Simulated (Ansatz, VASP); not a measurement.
C: VASP beside Ansatz

The input INCAR:

```
PREC = Accurate
ENCUT = 520
EDIFF = 1E-7
ISMEAR = 0
SIGMA = 0.05
LREAL = False
LASPH = True
NELM = 60
ALGO = Normal
ISIF = 2
LWAVE = False
LCHARG = False
GGA = PE
NBANDS = 11
```

Contents of KPOINTS:

```
regular mesh
0
Gamma
  12 12 12
```

File POSCAR:

```
C
1.0
    0.0000000000      1.7433066463      1.8740546448
    1.7433066463      0.0000000000      1.8740546448
    1.7433066463      1.7433066463      0.0000000000
C
2
Direct
    0.5000000000      0.5000000000      0.5000000000
    0.7500000000      0.7500000000      0.7500000000
```

Input for Ansatz:

```yaml
crystal:
  lattice:
    - [0.0, 1.7433066463, 1.8740546448]
    - [1.7433066463, 0.0, 1.8740546448]
    - [1.7433066463, 1.7433066463, 0.0]
  atoms:
    - { symbol: C, position: [0.5, 0.5, 0.5] }
    - { symbol: C, position: [0.75, 0.75, 0.75] }
basis:
  ecutwfc: 520.0
kpoints:
  mp_grid: { grid: [12, 12, 12] }
hamiltonian:
  xc: pbe
  pseudopotentials: { kind: paw, azcp: { folder: soft_1 } }
scf:
  occupations: { method: gaussian, width: 0.05 }
output:
  forces: true
  stress: true
  eigenvalues: true
```

Alike in both runs: task single point; functional PBE; k mesh 12 × 12 × 12; occupations gaussian, width 0.05 eV; no spin polarisation.

|  | VASP | Ansatz |
| --- | --- | --- |
| version | VASP 6.6.1 | Ansatz 0.2.0 |
| potentials or method | VASP PAW PBE potentials, release 64 (C), cutoff 520 eV | scalar-relativistic, plane waves, PAW |
| valence electrons in the cell | 8 | 8 |

Ansatz gave:

```
gap on the k mesh at the Fermi level (eV)                     : 3.25
least direct gap on the mesh (eV)                             : 4.94
pressure (GPa)                                                : 0.2
traceless stress, the component that is largest in VASP (GPa) : -47.87
```

**Question.** What did VASP give for the same quantities?

**Answer.** gap on the k mesh at the Fermi level (eV): 3.24; least direct gap on the mesh (eV): 4.94; pressure (GPa): 0.8; traceless stress, the component that is largest in VASP (GPa): -47.87.

The functional is the same, so the differences come from potentials, cutoffs and numerics.
